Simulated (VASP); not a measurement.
Here is a VASP 6.6.1 calculation.

Contents of INCAR:

```
SYSTEM = Sr
PREC     = Accurate       ! precision mode
ENCUT    = 500            ! plane-wave cutoff, eV
EDIFF    = 1E-6           ! SCF threshold, eV
ISMEAR   = -1             ! smearing method
SIGMA    = 0.05           ! smearing width, eV
LREAL    = .FALSE.        ! projectors in reciprocal space
LASPH    = .TRUE.         ! aspherical terms in the spheres
NELM     = 200            ! most SCF steps
ALGO     = Normal         ! electronic algorithm
ISIF     = 2              ! what is computed and relaxed
LWAVE    = .FALSE.        ! write WAVECAR
LCHARG   = .FALSE.        ! write CHGCAR
LNONCOLLINEAR= .TRUE.         ! non-collinear magnetism
MAGMOM   = 0 0 0          ! initial moments
LORBIT   = 11             ! projections on sites
LSORBIT  = .TRUE.         ! spin-orbit coupling
GGA_COMPAT= .FALSE.      
LORBMOM  = .TRUE.       
GGA      = PS             ! functional
NBANDS   = 21             ! bands
```

Contents of KPOINTS:

```
Automatic mesh
0
G
  8 8 8
  0 0 0
```

The input POSCAR:

```
Sr
1.0
    0.0000000000      3.0423500000      3.0423500000
    3.0423500000      0.0000000000      3.0423500000
    3.0423500000      3.0423500000      0.0000000000
Sr
1
Direct
    0.0000000000      0.0000000000      0.0000000000
```

Potentials or basis: VASP PAW PBE potentials, release 64 (Sr_sv).

Command:

```bash
$ cat potpaw_PBE.64/Sr_sv/POTCAR > POTCAR
$ mpirun -np 1 vasp_ncl > vasp.out
```

Task: What does it give for the pressure?

Result: -0.9 GPa.

Task: What does it give for the net moment?

Result: 0.00 μB per cell.

Moments on the atoms (μB; x, y, z):
```
Sr  0.00 0.00 0.00
```

Caveat: the PAW data sets were made with another functional, which shifts forces and pressure a little.
